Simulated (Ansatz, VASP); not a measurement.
## Two plane-wave programs on Mg4Ge3N

```
Mg Ge N
1.0
     3.23104    0.00000    0.00000
    -1.61552    2.79817    0.00000
     0.00000    0.00000   15.60017
Mg Ge N
4 3 1
Direct
  0.66667 0.33333 0.93386
  0.33333 0.66667 0.06614
  0.66667 0.33333 0.63933
  0.33333 0.66667 0.36067
  0.00000 0.00000 0.50000
  0.66667 0.33333 0.22233
  0.33333 0.66667 0.77767
  0.00000 0.00000 0.00000
```

Alike in both runs: functional PBE; k mesh 5 × 5 × 2; occupations gaussian, width 0.2 eV; no spin polarisation.

Ansatz relaxed the structure, and its values are those at the end. VASP's run is a single point on that final structure, the one shown.

|  | VASP | Ansatz |
| --- | --- | --- |
| version | VASP 6.6.1 | Ansatz 0.2.0 |
| potentials or method | VASP PAW PBE potentials, release 64 (Mg, Ge_d, N), cutoff 520 eV | scalar-relativistic, plane waves, PAW |
| valence electrons in the cell | 55 | 87 |

|  | VASP | Ansatz | Ansatz less VASP |
| --- | --- | --- | --- |
| gap on the k mesh at the Fermi level (eV) | none | none | - |
| pressure (GPa) | -0.1 | 0.1 | +0.18 |
| rms of the force components (eV/Å) | 0.002 | 0.007 | +0.0054 |

A gap of «none» marks a metal or a gap that the smearing closes. The functional is the same, so the differences come from potentials, cutoffs and numerics. VASP's potentials hold 55 valence electrons a cell and Ansatz's 87, so a difference there can come from the potentials and not from the codes.

The k mesh is coarse, so the values compare programs but aren't converged.
